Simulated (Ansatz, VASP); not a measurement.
**CdSe in VASP and in Ansatz**

```xyz
2
Lattice="0.0000 3.0703 3.0703 3.0703 0.0000 3.0703 3.0703 3.0703 0.0000" Properties=species:S:1:pos:R:3 pbc="T T T"
Cd    0.0000    0.0000    0.0000
Se    4.6054    4.6054    4.6054
```

Alike in both runs: task single point; functional LDA; k mesh 6 × 6 × 6; no spin polarisation.

```csv
,VASP,Ansatz
version,VASP 6.6.1,Ansatz 0.2.0
potentials or method,"VASP PAW LDA potentials, release 64 (Cd, Se), cutoff 500 eV","plane waves, PAW"
occupations,"gaussian, width 0.01 eV",fixed
valence electrons in the cell,18,36
```

|  | VASP | Ansatz | Ansatz less VASP |
| --- | --- | --- | --- |
| gap on the k mesh at the Fermi level (eV) | 0.30 | 0.27 | -0.031 |
| pressure (GPa) | -2.9 | -3.3 | -0.36 |

LDA's correlation is that of Perdew and Zunger in VASP and of Perdew and Wang (1992) in Ansatz. VASP's potentials hold 18 valence electrons a cell and Ansatz's 36, so a difference there can come from the potentials and not from the codes.
